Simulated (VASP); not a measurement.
FeO: single point with PBE

FeO:

```
CELL_PARAMETERS angstrom
2.59494 0.00000 0.00000
0.00000 2.59494 0.00000
0.00000 0.00000 2.59494
ATOMIC_POSITIONS crystal
Fe 0.00000 0.00000 0.00000
O 0.50000 0.50000 0.50000
```

```yaml
Program: VASP 6.6.1
Task: single point
Functional: PBE
Potentials_or_basis: VASP PAW PBE potentials, release 64 (Fe_sv, O)
Cutoff: 600 eV
k_mesh: 10 × 10 × 10
Occupations: fermi-dirac, width 0.05 eV
Spin: collinear spin, ferromagnetic start
Starting_moments: "[3.0, 0.0] μB"
Dipole_correction: no
Second_run: valence_matched
Further_INCAR_settings: ALGO = Normal; EDIFF = 1e-06; NBANDS = 22
```

```json
{"Pressure": "11.7 GPa", "Band gap on the k mesh": "zero (filled and empty bands overlap)", "Net moment": "4.00 μB per cell", "Site moments": "Fe +3.40; O +0.37 μB", "Valence electrons inside the program's atomic spheres": "Fe 13.65; O 4.99"}
```

Levels at points of the mesh, in eV from the Fermi level:
Spin up:
| k point | band 10 | band 11 | band 12 | band 13 | band 14 | band 15 | band 16 | band 17 |
| --- | --- | --- | --- | --- | --- | --- | --- | --- |
| (0.00, 0.00, 0.00) | -3.02 | -2.50 | -2.50 | -2.50 | 0.86 | 15.43 | 15.43 | 20.35 |
| (0.50, 0.00, 0.00) | -2.41 | -1.50 | -0.20 | -0.20 | 6.16 | 8.47 | 15.74 | 17.71 |
| (0.50, 0.50, 0.00) | -3.19 | -3.19 | -2.07 | -1.44 | 6.12 | 11.29 | 11.29 | 16.72 |
| (0.50, 0.50, 0.50) | -1.39 | -0.12 | -0.12 | -0.12 | 6.66 | 6.66 | 6.66 | 15.83 |
Spin down:
```csv
k point,band 7,band 8,band 9,band 10,band 11,band 12
"(0.00, 0.00, 0.00)",-2.32,-2.32,-2.21,-2.21,1.66,1.66
"(0.50, 0.00, 0.00)",-3.05,-3.05,-1.65,1.40,1.78,2.69
"(0.50, 0.50, 0.00)",-6.03,-1.73,-1.36,0.42,0.73,0.73
"(0.50, 0.50, 0.50)",-6.53,-6.53,1.86,1.86,3.10,3.10
```

Run time: 36 s on 1 thread of Intel(R) Xeon(R) Platinum 8375C CPU @ 2.90GHz (Ice Lake), on a shared host, peak memory 0.17 GiB.

Caveat: a cell with one magnetic atom can't hold antiferromagnetic order, which such compounds often take; semilocal functionals often make such compounds metallic where correlation or magnetic order opens a gap, which also shifts bond lengths. With open d or f shells a metallic result of PBE can be an artefact of self-interaction; +U or a hybrid may open a gap.
